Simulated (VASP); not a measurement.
A run of VASP 6.6.1 is set up as follows.

POSCAR

```
Cu
1.0
    0.0000000000      1.7703736505      1.7703736505
    1.7703736505      0.0000000000      1.7703736505
    1.7703736505      1.7703736505      0.0000000000
Cu
1
Direct
    0.0000000000      0.0000000000      0.0000000000
```

File INCAR.step1:

```
SYSTEM = Cu
PREC     = Accurate       ! precision mode
ENCUT    = 520            ! plane-wave cutoff, eV
ISMEAR   = 0              ! smearing method
SIGMA    = 0.1            ! smearing width, eV
LREAL    = .FALSE.        ! projectors in reciprocal space
LASPH    = .TRUE.         ! aspherical terms in the spheres
NELM     = 60             ! most SCF steps
NBANDS   = 12             ! bands
GGA      = PE             ! functional
ALGO     = Normal         ! electronic algorithm
EDIFF    = 1E-4           ! SCF threshold, eV
LWAVE    = .TRUE.         ! write WAVECAR
LCHARG   = .FALSE.        ! write CHGCAR
```

Contents of INCAR.step2:

```
SYSTEM = Cu
PREC     = Accurate       ! precision mode
ENCUT    = 520            ! plane-wave cutoff, eV
EDIFF    = 1E-7           ! SCF threshold, eV
ISMEAR   = 0              ! smearing method
SIGMA    = 0.1            ! smearing width, eV
LREAL    = .FALSE.        ! projectors in reciprocal space
LASPH    = .TRUE.         ! aspherical terms in the spheres
NELM     = 60             ! most SCF steps
ALGO     = Normal         ! electronic algorithm
ISIF     = 2              ! what is computed and relaxed
LWAVE    = .FALSE.        ! write WAVECAR
LCHARG   = .FALSE.        ! write CHGCAR
METAGGA  = R2SCAN         ! meta-GGA
LMIXTAU  = .TRUE.       
NBANDS   = 12             ! bands
ISTART   = 1
```

The input KPOINTS:

```
Automatic mesh
0
G
  20 20 20
  0 0 0
```

Potentials or basis: VASP PAW PBE potentials, release 64 (Cu).

Run with:

```bash
$ cat potpaw_PBE.64/Cu/POTCAR > POTCAR
$ cp INCAR.step1 INCAR
$ mpirun -np 1 vasp_std > vasp.out
$ cp INCAR.step2 INCAR
$ mpirun -np 1 vasp_std > vasp.out
```

(1) Estimate the pressure.

(2) What does it give for the band gap on the k mesh?

Results:

(1) 6.0 GPa.

(2) zero (an odd number of electrons rules out a gap without spin polarisation).

Caveat: the cell stands under pressure; the PAW data sets were made with another functional, which shifts forces and pressure a little.
